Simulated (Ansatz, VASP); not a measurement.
Al3RuN: VASP beside Ansatz

```
Al Ru N
1.0
     3.64536    0.00000    0.00000
     0.00000    3.64536    0.00000
     0.00000    0.00000    5.28623
Al Ru N
3 1 1
Direct
  0.00000 0.00000 0.03381
  0.50000 0.00000 0.55816
  0.00000 0.50000 0.55816
  0.50000 0.50000 0.87870
  0.00000 0.00000 0.39738
```

Alike in both runs: functional PBE; k mesh 4 × 4 × 3; occupations gaussian, width 0.2 eV; collinear spin.

Ansatz relaxed the structure, and its values are those at the end. VASP's run is a single point on that final structure, the one shown.

|  | VASP | Ansatz |
| --- | --- | --- |
| version | VASP 6.6.1 | Ansatz 0.2.0 |
| potentials or method | VASP PAW PBE potentials, release 64 (Al, Ru_pv, N), cutoff 520 eV | scalar-relativistic, plane waves, PAW |
| valence electrons in the cell | 28 | 30 |

```csv
,VASP,Ansatz,Ansatz less VASP
gap on the k mesh at the Fermi level (eV),none,none,-
pressure (GPa),-0.1,0.0,+0.08
rms of the force components (eV/Å),0.030,0.028,-0.0021
net moment per atom (μB),0.00,0.00,0.000
```

A gap of «none» marks a metal or a gap that the smearing closes. VASP's potentials hold 28 valence electrons a cell and Ansatz's 30, so a difference there can come from the potentials and not from the codes. Ansatz's warnings: seeded moment not kept.

The k mesh is coarse, so the values compare programs but aren't converged.
